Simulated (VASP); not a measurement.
Runs of VASP 6.6.1 on KF. The structure is that of space group Pm-3m (No. 221), or close to it. The cells are those of the table. 

```tsv
level	cell	smearing	gap on the mesh (eV)	pressure (GPa)
r2SCAN	a = 3.263, b = 3.263, c = 3.165 Å, 2 atoms	gaussian 0.01 eV	(c)	-1.8
r2SCAN	a = 3.179, b = 3.179, c = 3.010 Å, 2 atoms	gaussian 0.01 eV	8.03	(b)
r2SCAN	a = 3.015, b = 3.015, c = 3.179 Å, 2 atoms	gaussian 0.01 eV	(a)	6.0
PBE	a = 3.263, b = 3.263, c = 3.165 Å, 2 atoms	fermi-dirac 0.02 eV	6.36	0.9
PBE	a = 3.179, b = 3.179, c = 3.010 Å, 2 atoms	fermi-dirac 0.02 eV	7.07	6.0
PBE	a = 3.015, b = 3.015, c = 3.179 Å, 2 atoms	fermi-dirac 0.02 eV	7.58	9.5
```

Alike in all rows: task single point; potentials or basis VASP PAW PBE potentials, release 64 (K_sv, F); no spin polarisation; k mesh 8 × 8 × 8; cutoff (eV) 520.

Question: Fill in the values left out.

Answer: (a) 8.56; (b) 2.8; (c) 7.27.

Caveats: the PAW data sets were made with another functional, which shifts forces and pressure a little (some runs).

A k mesh can miss the band edges.
